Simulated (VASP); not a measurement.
Pt:

```
CELL_PARAMETERS angstrom
0.00000 1.96090 1.96090
1.96090 0.00000 1.96090
1.96090 1.96090 0.00000
ATOMIC_POSITIONS crystal
Pt 0.00000 0.00000 0.00000
```

```yaml
Program: VASP 6.6.1
Task: relaxation of volume and atoms at fixed shape
Functional: LDA
Potentials_or_basis: VASP PAW LDA potentials, release 64 (Pt)
Cutoff: 600 eV
k_mesh: 8 × 8 × 8
Occupations: methfessel-paxton, width 0.05 eV
Spin: no spin polarisation
```

At the start: pressure -6.2 GPa; volume 15.08 Å³/atom.

Q: Where does the relaxation end?

A: Over 3 steps the energy falls by 6.3 meV/atom and the volume is 14.77 Å³/atom (-2.0 %); space group Fm-3m (No. 225, to 0.05 Å).

The path:
```tsv
step	energy change (eV)	largest force (eV/Å)	pressure (GPa)	volume (Å³)
1	0.0000	0.0000	-6.24	15.08
2	0.0589	0.0000	24.07	13.83
3	-0.0063	0.0000	-0.18	14.77
```

Final structure:
```xyz
1
Lattice="0.0000 1.9474 1.9474 1.9474 0.0000 1.9474 1.9474 1.9474 0.0000" Properties=species:S:1:pos:R:3 pbc="T T T"
Pt    0.0000    0.0000    0.0000
```
